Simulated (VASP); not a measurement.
GaP:

```
Ga P
1.0
     3.45666    0.00000    0.00000
     0.00000    3.45666    0.00000
     0.00000    0.00000    2.80256
Ga P
1 1
Direct
  0.00000 0.00000 0.00000
  0.50000 0.50000 0.50000
```

Base run:

```yaml
Program: VASP 6.6.1
Functional: PBE
Potentials_or_basis: VASP PAW PBE potentials, release 64 (Ga_d, P)
Cutoff: 520 eV
k_mesh: 8 × 8 × 9
Occupations: fermi-dirac, width 0.05 eV
Spin: no spin polarisation
```

Its results: band gap on the k mesh zero (band 9 reaches 9.70 eV, above the bottom of band 10 at 4.83 eV); pressure -0.2 GPa.

**Question.** The run is repeated on the same cell with these changes: k mesh from 8 × 8 × 9 to 5 × 5 × 5; occupations from fermi-dirac, width 0.05 eV to fermi-dirac, width 0.03 eV. What comes out?

**Answer.** Band gap on the k mesh zero (band 9 reaches 9.05 eV, above the bottom of band 10 at 5.95 eV); pressure 0.8 GPa.

Caveats: some runs use coarse meshes.
